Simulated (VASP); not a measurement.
# Ge2Sb2Te5 (P-3m1) in VASP: further runs

The runs below take Ge2Sb2Te5 through single point, with PBE.

All numbers are computed with VASP 6.6.1; they aren't measurements. Logs are shortened: lines on timing, memory, paths and dates and some standing lists are left out, and cuts for length are marked.

**1. The cell of the first run**

It takes space group P-3m1 (No. 164, trigonal). Conventional cell: a = 4.618 Å, b = 4.618 Å, c = 17.885 Å, α = 90.00°, β = 90.00°, γ = 120.00°. Within 4.0 Å of Ge (site symmetry 3m) lie 6 Te at 3.01 to 3.45 Å. Sb (site symmetry 3m) has 6 Te at 3.18 to 3.34 Å within 4.2 Å. Te (site symmetry -3m) has 6 Sb at 3.34 Å within 4.4 Å. Te (site symmetry 3m) has 3 Sb at 3.18 Å and 3 Ge at 3.45 Å within 4.2 Å. Te (site symmetry 3m) has 3 Ge at 3.01 Å within 4.0 Å.

**2. Single point, PBE (36.71 Å³/atom)**

File INCAR:

```
SYSTEM = Ge2Sb2Te5
PREC = Accurate ; ENCUT = 520
EDIFF = 1E-6 ; ISMEAR = 0
SIGMA = 0.03 ; LREAL = .False.
LASPH = .True. ; NELM = 80
ALGO = Normal ; ISIF = 2
LWAVE = .False. ; LCHARG = .False.
GGA = PE ; NBANDS = 44
```

File KPOINTS:

```
Automatic mesh
0
Gamma
  12 12 2
  0 0 0
```

File POSCAR:

```
Ge2Sb2Te5
1.0
    4.6182200538      0.0000000000      0.0000000000
   -2.3091100269      3.9994958869      0.0000000000
    0.0000000000      0.0000000000     17.8854426244
Ge Sb Te
2 2 5
Direct
    0.0000000000      0.0000000000      0.3314713560
    0.0000000000      0.0000000000      0.6685286440
    0.3333333333      0.6666666667      0.1121550832
    0.6666666667      0.3333333333      0.8878449168
    0.0000000000      0.0000000000      0.0000000000
    0.3333333333      0.6666666667      0.7913602895
    0.6666666667      0.3333333333      0.2086397105
    0.3333333333      0.6666666667      0.4097504733
    0.6666666667      0.3333333333      0.5902495267
```

Potentials or basis: VASP PAW PBE potentials, release 64 (Ge_d, Sb, Te).

Started as:

```sh
$ cat potpaw_PBE.64/Ge_d/POTCAR potpaw_PBE.64/Sb/POTCAR potpaw_PBE.64/Te/POTCAR > POTCAR
$ mpirun -np 1 vasp_std > vasp.out
```

OUTCAR:

```text
SYSTEM = Ge2Sb2Te5
   PREC = Accurate
   ENCUT = 520
   EDIFF = 1E-6
   ISMEAR = 0
   LREAL = .False.
   LASPH = .True.
   NELM = 80
   ISIF = 2
   GGA = PE

 ion  position               nearest neighbor table
   1  0.000  0.000  0.331-   8 3.01   8 3.01   8 3.01
   2  0.000  0.000  0.669-   9 3.01   9 3.01   9 3.01
   3  0.333  0.667  0.112-   7 3.18   7 3.18   7 3.18   5 3.34   5 3.34   5 3.34
   4  0.667  0.333  0.888-   6 3.18   6 3.18   6 3.18   5 3.34   5 3.34   5 3.34
   5  0.000  0.000  0.000-   3 3.34   4 3.34   4 3.34   3 3.34   4 3.34   3 3.34
   6  0.333  0.667  0.791-   4 3.18   4 3.18   4 3.18
   7  0.667  0.333  0.209-   3 3.18   3 3.18   3 3.18
   8  0.333  0.667  0.410-   1 3.01   1 3.01   1 3.01
   9  0.667  0.333  0.590-   2 3.01   2 3.01   2 3.01

  LATTYP: Found a hexagonal cell.
 ALAT       =     4.6182200538
 C/A-ratio  =     3.8728000000

  Lattice vectors:

 A1 = (   4.6182200538,   0.0000000000,   0.0000000000)
 A2 = (  -2.3091100269,   3.9994958869,   0.0000000000)
 A3 = (   0.0000000000,   0.0000000000,  17.8854426244)

Analysis of symmetry for initial positions (statically):
=====================================================================
 Subroutine PRICEL returns:
 Original cell was already a primitive cell.

 Routine SETGRP: Setting up the symmetry group for a
 hexagonal supercell.

 Subroutine GETGRP returns: Found 12 space group operations
 (whereof 12 operations were pure point group operations)
 out of a pool of 24 trial point group operations.

The static configuration has the point symmetry D_3d.

Analysis of symmetry for dynamics (positions and initial velocities):
=====================================================================
 Subroutine PRICEL returns:
 Original cell was already a primitive cell.

 Routine SETGRP: Setting up the symmetry group for a
 hexagonal supercell.

 Subroutine GETGRP returns: Found 12 space group operations
 (whereof 12 operations were pure point group operations)
 out of a pool of 24 trial point group operations.

The dynamic configuration has the point symmetry D_3d.

 Subroutine INISYM returns: Found 12 space group operations
 (whereof 12 operations are pure point group operations),
 and found     1 'primitive' translations

----------------------------------------------------------------------------------------

                                     Primitive cell

  volume of cell :     330.3540

  direct lattice vectors                    reciprocal lattice vectors
     4.618220054  0.000000000  0.000000000     0.216533640  0.125015756  0.000000000
    -2.309110027  3.999495887  0.000000000     0.000000000  0.250031511  0.000000000
     0.000000000  0.000000000 17.885442624     0.000000000  0.000000000  0.055911392

  length of vectors
     4.618220054  4.618220054 17.885442624     0.250031511  0.250031511  0.055911392

  position of ions in fractional coordinates (direct lattice)
     0.000000000  0.000000000  0.331471356
     0.000000000  0.000000000  0.668528644
     0.333333333  0.666666667  0.112155083
     0.666666667  0.333333333  0.887844917
     0.000000000  0.000000000  0.000000000
     0.333333333  0.666666667  0.791360289
     0.666666667  0.333333333  0.208639711
     0.333333333  0.666666667  0.409750473
     0.666666667  0.333333333  0.590249527

  ion indices of the primitive-cell ions
   primitive index   ion index
                 1           1
                 2           2
                 3           3
                 4           4
                 5           5
                 6           6
                 7           7
                 8           8
                 9           9

----------------------------------------------------------------------------------------

 KPOINTS: Automatic mesh

Automatic generation of k-mesh.
 Grid dimensions read from file:
 generate k-points for:   12   12    2

 Generating k-lattice:

  Cartesian coordinates                     Fractional coordinates (reciprocal lattice)
     0.018044470  0.010417980  0.000000000     0.083333333 -0.000000000  0.000000000
     0.000000000  0.020835959  0.000000000     0.000000000  0.083333333  0.000000000
     0.000000000  0.000000000  0.027955696     0.000000000  0.000000000  0.500000000

  Length of vectors
     0.020835959  0.020835959  0.027955696

  Shift w.r.t. Gamma in fractional coordinates (k-lattice)
     0.000000000  0.000000000  0.000000000

 Subroutine IBZKPT returns following result:
 ===========================================

 Found     38 irreducible k-points:

 Following reciprocal coordinates:
            Coordinates               Weight
  0.000000  0.000000  0.000000      1.000000
  0.083333 -0.000000  0.000000      6.000000
  0.166667  0.000000  0.000000      6.000000
  0.250000  0.000000  0.000000      6.000000
  0.333333 -0.000000  0.000000      6.000000
  0.416667  0.000000  0.000000      6.000000
[... 16 lines left out ...]
  0.250000  0.000000  0.500000      6.000000
  0.333333 -0.000000  0.500000      6.000000
 [... further k-points ...]
   k-points           NKPTS =     38   k-points in BZ     NKDIM =     38   number of bands    NBANDS=     44
   number of dos      NEDOS =    301   number of ions     NIONS =      9
   total plane-waves  NPLWV = 181440
   dimension x,y,z NGX =    36 NGY =   36 NGZ =  140
   dimension x,y,z NGXF=    72 NGYF=   72 NGZF=  280
   ions per type =               2   2   5
   NGX,Y,Z   is equivalent  to a cutoff of  12.96, 12.96, 13.01 a.u.
   NGXF,Y,Z  is equivalent  to a cutoff of  25.92, 25.92, 26.03 a.u.
 SYSTEM =  Ge2Sb2Te5
   PREC   = accura    normal or accurate (medium, high low for compatibility)
   ISTART =      0    job   : 0-new  1-cont  2-samecut
   ICHARG =      2    charge: 1-file 2-atom 10-const
   ISPIN  =      1    spin polarized calculation?
   LNONCOLLINEAR =      F non collinear calculations
   LSORBIT =      F    spin-orbit coupling
   LASPH  =      T    aspherical Exc in radial PAW
   ENCUT  =  520.0 eV  38.22 Ry    6.18 a.u.   8.59  8.59 33.26*2*pi/ulx,y,z
   NELM   =     80;   NELMIN=  2; NELMDL= -5     # of ELM steps
   EDIFF  = 0.1E-05   stopping-criterion for ELM
   LREAL  =      F    real-space projection
   EDIFFG = 0.1E-04   stopping-criterion for IOM
   NSW    =      0    number of steps for IOM
   IBRION =     -1    ionic relax: 0-MD 1-quasi-New 2-CG
   NFREE  =      0    steps in history (QN), initial steepest desc. (CG)
   ISIF   =      2    stress and relaxation
   ISYM   =      2    0-nonsym 1-usesym 2-fastsym
   POTIM  = 0.5000    time-step for ionic-motion
   TEBEG  =    0.0;   TEEND  =   0.0 temperature during run
   PSTRESS=    0.0 pullay stress
   NELECT =      68.0000    total number of electrons
   NUPDOWN=      -1.0000    fix difference up-down
   EMIN   =  10.00;   EMAX   =-10.00  energy-range for DOS
   EFERMI =   0.00;   METHOD = LEGACY
   ISMEAR =     0;   SIGMA  =   0.03  broadening in eV -4-tet -1-fermi 0-gaus
   EFERMI_NEDOS =   21; number of points for ismear=-14 and -15
   IALGO  =     38    algorithm
   IMIX   =      4    mixing-type and parameters
     AMIX     =   0.40;   BMIX     =  1.00
     AMIX_MAG =   1.60;   BMIX_MAG =  1.00
  volume/ion in A,a.u.               =      36.71       247.70
  Fermi-wavevector in a.u.,A,eV,Ry     =   0.966610  1.826628 12.712398  0.934335
  Thomas-Fermi vector in A             =   2.096426
   LORBIT       =      0    0 simple, 1 ext, 2 COOP (PROOUT), +10 PAW based schemes
   GGA     = PE    functional components
   LHFCALC =     F    Hartree Fock is set to
   AEXX    =    0.0000 exact exchange contribution
   IVDW    =     0    specifies the selected vdW correction
   LEPSILON=     F    determine dielectric tensor
   LRPA    =     F    only Hartree local field effects (RPA)
 non-spin polarized calculation
 Gauss-broadening in eV      SIGMA  =   0.03
  energy-cutoff  :      520.00
  volume of cell :      330.35
 maximum number of plane-waves:      9001
 NGX is ok and might be reduce to    36
   NGX = 17   NGY = 17   NGZ = 67

 number of electron      67.9999976 magnetization

 Free energy of the ion-electron system (eV)
  ---------------------------------------------------
  ext. energy  EPLUGINS =         0.00000000
  ---------------------------------------------------
  free energy    TOTEN  =       -32.85857171 eV

  energy without entropy =      -32.85768975  energy(sigma->0) =      -32.85813073

 E-fermi :   4.0942     XC(G=0):  -8.5703

 val. band max:        4.0842732579   @ k =   0.1667   0.0000   0.0000
 cond. band min:       4.0968846557   @ k =   0.0833   0.0833   0.0000
 fundamental gap:      0.0126113978
 Fermi energy:         4.0941954085

 k-point     1 :       0.0000    0.0000    0.0000
  band No.  band energies     occupation
      1     -20.6049      2.00000
      2     -20.6049      2.00000
      3     -20.6048      2.00000
      4     -20.6048      2.00000
      5     -20.6033      2.00000
      6     -20.6033      2.00000
[... 36 lines left out ...]
     43       6.0294      0.00000
     44       6.0294      0.00000

 k-point     2 :       0.0833   -0.0000    0.0000
  band No.  band energies     occupation
      1     -20.6049      2.00000
      2     -20.6049      2.00000
      3     -20.6048      2.00000
      4     -20.6048      2.00000
      5     -20.6033      2.00000
      6     -20.6033      2.00000
[... 36 lines left out ...]
     43       6.2166      0.00000
     44       6.3138      0.00000

 k-point     3 :       0.1667    0.0000    0.0000
  band No.  band energies     occupation
      1     -20.6051      2.00000
      2     -20.6051      2.00000
      3     -20.6048      2.00000
      4     -20.6048      2.00000
      5     -20.6032      2.00000
      6     -20.6032      2.00000
[... 976 lines left out ...]
     43       6.8144      0.00000
     44       6.9798      0.00000

 k-point    24 :       0.3333   -0.0000    0.5000
  band No.  band energies     occupation
      1     -20.6055      2.00000
      2     -20.6055      2.00000
      3     -20.6047      2.00000
      4     -20.6047      2.00000
      5     -20.6030      2.00000
      6     -20.6030      2.00000
[... 36 lines left out ...]
     43       7.0608      0.00000
     44       7.3370      0.00000

 [... further k-points ...]

------------------------ aborting loop because EDIFF is reached ----------------------------------------

  FORCE on cell =-STRESS in cart. coord.  units (eV):
  Direction    XX          YY          ZZ          XY          YZ          ZX
  --------------------------------------------------------------------------------------
  -------------------------------------------------------------------------------------
  Total      -12.2022684    -12.2022684     -6.5709953     -0.0000000     -0.0000000      0.0000000
  in kB      -59.1795401    -59.1795401    -31.8685400     -0.0000000     -0.0000000      0.0000000
  external PRESSURE =     -50.0758734 kB  Pullay stress =       0.0000000 kB

 VOLUME and BASIS-vectors are now :
 -----------------------------------------------------------------------------
  energy-cutoff  :      520.00
  volume of cell :      330.35
      direct lattice vectors                 reciprocal lattice vectors
     4.618220054  0.000000000  0.000000000     0.216533640  0.125015756  0.000000000
    -2.309110027  3.999495887  0.000000000     0.000000000  0.250031511  0.000000000
     0.000000000  0.000000000 17.885442624     0.000000000  0.000000000  0.055911392

 POSITION                                       TOTAL-FORCE (eV/Angst)
 -----------------------------------------------------------------------------------
      0.00000      0.00000      5.92851        -0.000000     -0.000000      0.392215
      0.00000      0.00000     11.95693         0.000000      0.000000     -0.392215
     -0.00000      2.66633      2.00594        -0.000000      0.000000      0.199552
      2.30911      1.33317     15.87950         0.000000      0.000000     -0.199552
      0.00000      0.00000      0.00000         0.000000      0.000000      0.000000
     -0.00000      2.66633     14.15383         0.000000     -0.000000      0.515156
      2.30911      1.33317      3.73161        -0.000000      0.000000     -0.515156
     -0.00000      2.66633      7.32857        -0.000000      0.000000     -0.421188
      2.30911      1.33317     10.55687         0.000000     -0.000000      0.421188
 -----------------------------------------------------------------------------------
    total drift:                               -0.000000      0.000000      0.000000

  FREE ENERGIE OF THE ION-ELECTRON SYSTEM (eV)
  ---------------------------------------------------
  free  energy   TOTEN  =       -32.8585717058 eV

  energy  without entropy=      -32.8576897502  energy(sigma->0) =      -32.85813073
```

It took 11 min on 1 thread of Intel Xeon Platinum 8259CL at 2.50GHz (Skylake/Cascade Lake), shared host; peak memory 0.76 GiB.

What came out:

- Free energy: -32.8586 eV
- Pressure: -5.0 GPa
- Largest force: 0.515 eV/Å
- Band gap on the k mesh: 0.01 eV (least direct gap 0.03 eV)

Forces on the atoms (eV/Å):
```
Ge   0.000  0.000  0.392
Ge   0.000  0.000 -0.392
Sb   0.000  0.000  0.200
Sb   0.000  0.000 -0.200
Te   0.000  0.000  0.000
Te   0.000  0.000  0.515
Te   0.000  0.000 -0.515
Te   0.000  0.000 -0.421
Te   0.000  0.000  0.421
```

Stress tensor (GPa, compression positive):
```
-5.92  0.00  0.00
 0.00 -5.92  0.00
 0.00  0.00 -3.19
```

Levels at points of the mesh, in eV from the valence-band top:
```tsv
k point	band 30	band 31	band 32	band 33	band 34	band 35	band 36	band 37	band 38	band 39
(0.00, 0.00, 0.00)	-1.26	-1.26	-1.12	-1.12	-0.40	0.12	0.12	0.29	0.71	1.02
(0.50, 0.00, 0.00)	-1.80	-1.36	-1.28	-0.83	-0.82	0.48	0.82	1.04	1.41	1.92
(0.00, 0.00, 0.50)	-1.23	-1.23	-1.14	-1.14	-0.41	0.14	0.14	0.30	0.72	0.98
(0.50, 0.00, 0.50)	-1.81	-1.56	-1.27	-1.24	-0.43	0.18	0.75	1.36	1.60	2.07
```

Caveat: the cell stands under tension; semilocal functionals underestimate gaps, and a narrow one can read as zero; spin-orbit coupling is left out, which moves the levels of the heavy elements; this functional lacks dispersion, which binds layers or chains, so the pressure and a relaxed spacing across them are unreliable. A k mesh can miss the band edges.

(Part 1 of 2 ends here.)

The gap in the log of VASP goes by the Fermi energy; the results here count the filled bands.